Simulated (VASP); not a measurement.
Write the native input for VASP 6.6.1 that does the following.

```
Task                   : single point
Functional             : PBE
Potentials or basis    : VASP PAW PBE potentials, release 64 (Cu)
Cutoff                 : 600 eV
k mesh                 : 10 × 10 × 6
Occupations            : methfessel-paxton, width 0.05 eV
Spin                   : no spin polarisation
Dipole correction      : no
Further INCAR settings : ALGO = Normal; EDIFF = 1e-06; NBANDS = 18
```

The structure of Cu lies in POSCAR:

```
Cu
1.0
    2.5340966700      0.0000000000      0.0000000000
   -1.2670483300      2.1945920900      0.0000000000
    0.0000000000      0.0000000000      4.1125710000
Cu
2
Direct
    0.3333333333      0.6666666667      0.2500000000
    0.6666666667      0.3333333333      0.7500000000
```

This isn't the form of Cu at room conditions, which is fcc.

These files were run (other wordings do the same):

INCAR

```
SYSTEM = Cu
  ALGO = Normal
  EDIFF = 1E-6
  ENCUT = 600
  GGA = PE
  GGA_COMPAT = .FALSE.
  ISIF = 2
  ISMEAR = 1
  LASPH = .TRUE.
  LCHARG = .FALSE.
  LREAL = .FALSE.
  LWAVE = .FALSE.
  NBANDS = 18
  NELM = 120
  PREC = Accurate
  SIGMA = 0.05
```

KPOINTS

```
k-points
0
G
  10 10 6
  0 0 0
```

Potentials or basis: VASP PAW PBE potentials, release 64 (Cu).

Launch:

```bash
$ cat potpaw_PBE.64/Cu/POTCAR > POTCAR
$ mpirun -np 1 vasp_std > vasp.out
```

It gave:

The pressure is 8.0 GPa. The band gap on the k mesh is zero (bands 11 and 12 overlap by 5.11 eV).

Caveat: the cell stands under pressure.

Run time: 19 s on 1 thread of Intel(R) Xeon(R) Platinum 8375C CPU @ 2.90GHz (Ice Lake) (shared host), peak memory 0.15 GiB.
